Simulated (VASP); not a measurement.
# Al12Ga in VASP: single point with PBEsol

Aim: the single point of Al12Ga with PBEsol.

Program: VASP 6.6.1. These are calculated values, not measurements. Logs are shortened: lines on timing, memory, paths and dates and some standing lists are left out, and cuts for length are marked.

## Step 1: The cell of the first run

The cell holds a slab with vacuum, 13 atoms: a = 5.728 Å, b = 5.728 Å, c = 17.677 Å, α = 90.00°, β = 90.00°, γ = 60.00°.

## Step 2: Single point, PBEsol

Input file INCAR:

```
SYSTEM = Al12Ga
  PREC = Accurate
  ENCUT = 520
  EDIFF = 1E-6
  ISMEAR = -1
  SIGMA = 0.05
  LREAL = .False.
  LASPH = .True.
  NELM = 100
  ALGO = Normal
  ISIF = 2
  LWAVE = .False.
  LCHARG = .True.
  GGA = PS
  LELF = .True.
  LVHAR = .True.
  NBANDS = 36
```

Input file KPOINTS:

```
Automatic mesh
0
Gamma
  3 3 1
  0 0 0
```

Input file POSCAR:

```
Al12Ga
1.0
    5.7275650000      0.0000000000      0.0000000000
    2.8637820000      4.9602170000      0.0000000000
    0.0000000000      0.0000000000     17.6765370000
Al Ga
12 1
Direct
    0.1666667000      0.1666667000      0.0565722000
    0.6666667000      0.1666667000      0.0565722000
    0.1666667000      0.6666667000      0.0565722000
    0.6666667000      0.6666667000      0.0565722000
   -0.1637021761      0.3337259474      0.1881385257
    0.3360325303      0.3330488728      0.1877308274
   -0.1642683578      0.8335631842      0.1904426048
    0.3363589072      0.8339301309      0.1879049304
    0.0024515198     -0.0034077869      0.3200772811
    0.5102876116     -0.0016265872      0.3197920008
    0.0032098675      0.5065973368      0.3199133890
    0.5061198270      0.5004844209      0.3278220191
    0.1736807189      0.1679286451      0.4389394378
```

Potentials or basis: VASP PAW PBE potentials, release 64 (Al, Ga_d).

Started as:

```sh
$ cat potpaw_PBE.64/Al/POTCAR potpaw_PBE.64/Ga_d/POTCAR > POTCAR
$ mpirun -np 1 vasp_std > vasp.out
```

OUTCAR:

```text
SYSTEM = Al12Ga
   PREC = Accurate
   ENCUT = 520
   EDIFF = 1E-6
   ISMEAR = -1
   LREAL = .False.
   LASPH = .True.
   NELM = 100
   ISIF = 2
   GGA = PS

 ion  position               nearest neighbor table
   1  0.167  0.167  0.057-   5 2.85   8 2.85   6 2.85   3 2.86   3 2.86   2 2.86   2 2.86   4 2.86
                             4 2.86
   2  0.667  0.167  0.057-   6 2.84   5 2.86   4 2.86   4 2.86   1 2.86   1 2.86   3 2.86   3 2.86
                             7 2.89
   3  0.167  0.667  0.057-   6 2.85   8 2.86   1 2.86   1 2.86   4 2.86   4 2.86   2 2.86   2 2.86
                             7 2.88
   4  0.667  0.667  0.057-   8 2.84   5 2.85   2 2.86   2 2.86   3 2.86   3 2.86   1 2.86   1 2.86
                             7 2.89
   5  0.836  0.334  0.188-   1 2.85   4 2.85   6 2.86   7 2.86   2 2.86   8 2.86   8 2.86   7 2.87
                             6 2.87   9 2.87  11 2.88  12 2.96
   6  0.336  0.333  0.188-   2 2.84   3 2.85   1 2.85   8 2.86   5 2.86  11 2.86   7 2.86  10 2.86
                             7 2.87   5 2.87   8 2.87  12 2.99
   7  0.836  0.834  0.190-  10 2.80  11 2.81   9 2.82   8 2.86   5 2.86   6 2.86   6 2.87   5 2.87
                             8 2.87   3 2.88   2 2.89   4 2.89
   8  0.336  0.834  0.188-   4 2.84   1 2.85   6 2.86   7 2.86   3 2.86   5 2.86   9 2.86   5 2.86
                             7 2.87   6 2.87  10 2.87  12 2.98
   9  0.002  0.997  0.320-  13 2.70  11 2.80  10 2.81   7 2.82   8 2.86  12 2.87  12 2.87   5 2.87
                            10 2.91  11 2.92
  10  0.510  0.998  0.320-  13 2.69   7 2.80   9 2.81  11 2.82   6 2.86  12 2.87  12 2.87   8 2.87
                            11 2.91   9 2.91
  11  0.003  0.507  0.320-  13 2.69   9 2.80   7 2.81  10 2.82   6 2.86  12 2.87  12 2.87   5 2.88
                            10 2.91   9 2.92
  12  0.506  0.500  0.328-  11 2.87   9 2.87  10 2.87  10 2.87   9 2.87  11 2.87   5 2.96   8 2.98
                             6 2.99
  13  0.174  0.168  0.439-  10 2.69  11 2.69   9 2.70

  LATTYP: Found a hexagonal cell.
 ALAT       =     5.7275649303
 C/A-ratio  =     3.0862220185

  Lattice vectors:

 A1 = (  -2.8637820000,  -4.9602170000,   0.0000000000)
 A2 = (   5.7275650000,   0.0000000000,   0.0000000000)
 A3 = (   0.0000000000,   0.0000000000,  17.6765370000)

Analysis of symmetry for initial positions (statically):
=====================================================================
 Subroutine PRICEL returns:
 Original cell was already a primitive cell.

 Routine SETGRP: Setting up the symmetry group for a
 hexagonal supercell.

 Subroutine GETGRP returns: Found  1 space group operations
 (whereof  1 operations were pure point group operations)
 out of a pool of 24 trial point group operations.

The static configuration has the point symmetry C_1 .

Analysis of symmetry for dynamics (positions and initial velocities):
=====================================================================
 Subroutine PRICEL returns:
 Original cell was already a primitive cell.

 Routine SETGRP: Setting up the symmetry group for a
 hexagonal supercell.

 Subroutine GETGRP returns: Found  1 space group operations
 (whereof  1 operations were pure point group operations)
 out of a pool of 24 trial point group operations.

The dynamic configuration has the point symmetry C_1 .

 Subroutine INISYM returns: Found  1 space group operations
 (whereof  1 operations are pure point group operations),
 and found     1 'primitive' translations

----------------------------------------------------------------------------------------

                                     Primitive cell

  volume of cell :     502.1898

  direct lattice vectors                    reciprocal lattice vectors
     5.727565000  0.000000000  0.000000000     0.174594265 -0.100802024  0.000000000
     2.863782000  4.960217000  0.000000000     0.000000000  0.201604083  0.000000000
     0.000000000  0.000000000 17.676537000     0.000000000  0.000000000  0.056572167

  length of vectors
     5.727565000  5.727564930 17.676537000     0.201604081  0.201604083  0.056572167

[... 30 lines left out ...]

----------------------------------------------------------------------------------------

 KPOINTS: Automatic mesh

Automatic generation of k-mesh.
 Grid dimensions read from file:
 generate k-points for:    3    3    1

 Generating k-lattice:

  Cartesian coordinates                     Fractional coordinates (reciprocal lattice)
     0.058198088 -0.033600675  0.000000000     0.333333333  0.000000000  0.000000000
     0.000000000  0.067201361  0.000000000     0.000000000  0.333333333  0.000000000
     0.000000000  0.000000000  0.056572167     0.000000000  0.000000000  1.000000000

  Length of vectors
     0.067201360  0.067201361  0.056572167

  Shift w.r.t. Gamma in fractional coordinates (k-lattice)
     0.000000000  0.000000000  0.000000000

 Subroutine IBZKPT returns following result:
 ===========================================

 Found      5 irreducible k-points:

 Following reciprocal coordinates:
            Coordinates               Weight
  0.000000  0.000000  0.000000      1.000000
  0.333333  0.000000  0.000000      2.000000
  0.333333  0.333333  0.000000      2.000000
  0.000000  0.333333  0.000000      2.000000
 -0.333333  0.333333  0.000000      2.000000
   k-points           NKPTS =      5   k-points in BZ     NKDIM =      5   number of bands    NBANDS=     36
   number of dos      NEDOS =    301   number of ions     NIONS =     13
   total plane-waves  NPLWV = 322560
   dimension x,y,z NGX =    48 NGY =   48 NGZ =  140
   dimension x,y,z NGXF=    96 NGYF=   96 NGZF=  280
   ions per type =              12   1
   NGX,Y,Z   is equivalent  to a cutoff of  13.93, 13.93, 13.17 a.u.
   NGXF,Y,Z  is equivalent  to a cutoff of  27.86, 27.86, 26.33 a.u.
 SYSTEM =  Al12Ga
   PREC   = accura    normal or accurate (medium, high low for compatibility)
   ISTART =      0    job   : 0-new  1-cont  2-samecut
   ICHARG =      2    charge: 1-file 2-atom 10-const
   ISPIN  =      1    spin polarized calculation?
   LNONCOLLINEAR =      F non collinear calculations
   LSORBIT =      F    spin-orbit coupling
   LASPH  =      T    aspherical Exc in radial PAW
   ENCUT  =  520.0 eV  38.22 Ry    6.18 a.u.  10.65 10.65 32.87*2*pi/ulx,y,z
   NELM   =    100;   NELMIN=  2; NELMDL= -5     # of ELM steps
   EDIFF  = 0.1E-05   stopping-criterion for ELM
   LREAL  =      F    real-space projection
   EDIFFG = 0.1E-04   stopping-criterion for IOM
   NSW    =      0    number of steps for IOM
   IBRION =     -1    ionic relax: 0-MD 1-quasi-New 2-CG
   NFREE  =      0    steps in history (QN), initial steepest desc. (CG)
   ISIF   =      2    stress and relaxation
   ISYM   =      2    0-nonsym 1-usesym 2-fastsym
   POTIM  = 0.5000    time-step for ionic-motion
   TEBEG  =    0.0;   TEEND  =   0.0 temperature during run
   PSTRESS=    0.0 pullay stress
   NELECT =      49.0000    total number of electrons
   NUPDOWN=      -1.0000    fix difference up-down
   EMIN   =  10.00;   EMAX   =-10.00  energy-range for DOS
   EFERMI =   0.00;   METHOD = LEGACY
   ISMEAR =    -1;   SIGMA  =   0.05  broadening in eV -4-tet -1-fermi 0-gaus
   EFERMI_NEDOS =   21; number of points for ismear=-14 and -15
   IALGO  =     38    algorithm
   IMIX   =      4    mixing-type and parameters
     AMIX     =   0.40;   BMIX     =  1.00
     AMIX_MAG =   1.60;   BMIX_MAG =  1.00
  volume/ion in A,a.u.               =      38.63       260.69
  Fermi-wavevector in a.u.,A,eV,Ry     =   0.753675  1.424240  7.728467  0.568026
  Thomas-Fermi vector in A             =   1.851169
   LORBIT       =      0    0 simple, 1 ext, 2 COOP (PROOUT), +10 PAW based schemes
   GGA     = PS    functional components
   LHFCALC =     F    Hartree Fock is set to
   AEXX    =    0.0000 exact exchange contribution
   IVDW    =     0    specifies the selected vdW correction
   LEPSILON=     F    determine dielectric tensor
   LRPA    =     F    only Hartree local field effects (RPA)
 non-spin polarized calculation
  energy-cutoff  :      520.00
  volume of cell :      502.19
 maximum number of plane-waves:     13577
 NGX is ok and might be reduce to    42
   NGX = 21   NGY = 21   NGZ = 65

 number of electron      49.0000003 magnetization

 Free energy of the ion-electron system (eV)
  ---------------------------------------------------
  ext. energy  EPLUGINS =         0.00000000
  ---------------------------------------------------
  free energy    TOTEN  =       -49.17045325 eV

  energy without entropy =      -49.12156583  energy(sigma->0) =      -49.14600954

 E-fermi :   0.7907     XC(G=0):  -5.5771

 val. band max:        0.7531043805   @ k =   0.0000   0.0000   0.0000
 cond. band min:       0.8691909979   @ k =   0.0000   0.3333   0.0000
 fundamental gap:      0.1160866174
 Fermi energy:         0.7907106249

 k-point     1 :       0.0000    0.0000    0.0000
  band No.  band energies     occupation
      1     -13.6377      2.00000
      2     -13.6374      2.00000
      3     -13.6206      2.00000
      4     -13.6205      2.00000
      5     -13.6154      2.00000
      6      -9.5045      2.00000
[... 184 lines left out ...]
     35       4.0752      0.00000
     36       4.4207      0.00000

------------------------ aborting loop because EDIFF is reached ----------------------------------------

  FORCE on cell =-STRESS in cart. coord.  units (eV):
  Direction    XX          YY          ZZ          XY          YZ          ZX
  --------------------------------------------------------------------------------------
  -------------------------------------------------------------------------------------
  Total       -6.0706497     -6.0520216     -0.0942877     -0.0504104     -0.0171785     -0.2142324
  in kB      -19.3676919    -19.3082610     -0.3008137     -0.1608285     -0.0548059     -0.6834831
  external PRESSURE =     -12.9922555 kB  Pullay stress =       0.0000000 kB

 VOLUME and BASIS-vectors are now :
 -----------------------------------------------------------------------------
  energy-cutoff  :      520.00
  volume of cell :      502.19
      direct lattice vectors                 reciprocal lattice vectors
     5.727565000  0.000000000  0.000000000     0.174594265 -0.100802024  0.000000000
     2.863782000  4.960217000  0.000000000     0.000000000  0.201604083  0.000000000
     0.000000000  0.000000000 17.676537000     0.000000000  0.000000000  0.056572167

 POSITION                                       TOTAL-FORCE (eV/Angst)
 -----------------------------------------------------------------------------------
      1.43189      0.82670      1.00000         0.013672      0.001735     -0.055848
      4.29567      0.82670      1.00000         0.007558      0.161501      0.016906
      2.86378      3.30681      1.00000         0.148830     -0.081751      0.016877
      5.72756      3.30681      1.00000        -0.128728     -0.078801      0.015498
      5.74567      1.65535      3.32564         0.009341     -0.020007      0.006302
      2.87843      1.65199      3.31843        -0.009219      0.007684      0.013076
      7.17385      4.13465      3.36637         0.017814      0.000974      0.002163
      4.31471      4.13647      3.32151        -0.023411      0.011322      0.012366
      2.86806      4.94331      5.65786        -0.008333      0.014522      0.002412
      5.78183      4.95215      5.65282         0.022754     -0.030232     -0.002237
      1.46917      2.51283      5.65496        -0.032199      0.016715     -0.002166
      4.33211      2.48251      5.79476        -0.000216     -0.001922     -0.011252
      1.47568      0.83296      7.75893        -0.017863     -0.001740     -0.014098
 -----------------------------------------------------------------------------------
    total drift:                               -0.000465      0.000219      0.000777

  FREE ENERGIE OF THE ION-ELECTRON SYSTEM (eV)
  ---------------------------------------------------
  free  energy   TOTEN  =       -49.1704532478 eV

  energy  without entropy=      -49.1215658293  energy(sigma->0) =      -49.14600954
```

Run time: 2.5 min. Hardware: 1 thread of Intel Xeon Platinum 8488C (Sapphire Rapids), shared host; peak memory 0.65 GiB.

Results:

```yaml
Free_energy: -49.1705 eV
Largest_force: 0.171 eV/Å
```

Forces in eV/Å, atoms in the order of the input:
```
Al   0.014  0.002 -0.056
Al   0.008  0.162  0.017
Al   0.149 -0.082  0.017
Al  -0.129 -0.079  0.015
Al   0.009 -0.020  0.006
Al  -0.009  0.008  0.013
Al   0.018  0.001  0.002
Al  -0.023  0.011  0.012
Al  -0.008  0.015  0.002
Al   0.023 -0.030 -0.002
Al  -0.032  0.017 -0.002
Al   0.000 -0.002 -0.011
Ga  -0.018 -0.002 -0.014
```

Caveat: the k points lie up to 0.42 Å⁻¹ apart; the PAW data sets were made with another functional, which shifts forces and pressure a little.
